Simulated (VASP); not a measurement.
# Pd: single point with PBE

Pd:

```
CELL_PARAMETERS angstrom
0.00000 2.90544 2.90544
2.90544 0.00000 2.90544
2.90544 2.90544 0.00000
ATOMIC_POSITIONS crystal
Pd 0.12500 0.12500 0.12500
Pd 0.87500 0.87500 0.87500
```

| Item | Value |
| --- | --- |
| Program | VASP 6.6.1 |
| Task | single point |
| Functional | PBE |
| Potentials or basis | VASP PAW PBE potentials, release 64 (Pd) |
| Cutoff | 520 eV |
| k mesh | 10 × 10 × 10 |
| Occupations | fermi-dirac, width 0.1 eV |
| Spin | no spin polarisation |

The pressure is -0.3 GPa and the band gap on the k mesh is zero (band 10 reaches 3.95 eV, above the bottom of band 11 at 3.61 eV).

Levels at points of the mesh, in eV from the Fermi level:
| k point | band 6 | band 7 | band 8 | band 9 | band 10 | band 11 | band 12 | band 13 | band 14 | band 15 |
| --- | --- | --- | --- | --- | --- | --- | --- | --- | --- | --- |
| (0.00, 0.00, 0.00) | -3.16 | -1.31 | -1.31 | -1.31 | -0.19 | -0.19 | 11.52 | 11.52 | 11.52 | 11.98 |
| (0.50, 0.00, 0.00) | -2.96 | -1.01 | -1.01 | -0.35 | -0.35 | 0.02 | 1.26 | 8.42 | 8.42 | 10.53 |
| (0.50, 0.50, 0.00) | -1.87 | -1.79 | -1.79 | -0.17 | -0.17 | 1.91 | 1.91 | 4.81 | 4.81 | 9.39 |

Run time: 18 s on 1 thread of AMD EPYC 9R45 96-Core Processor (Zen 5), on a shared host, peak memory 0.15 GiB.
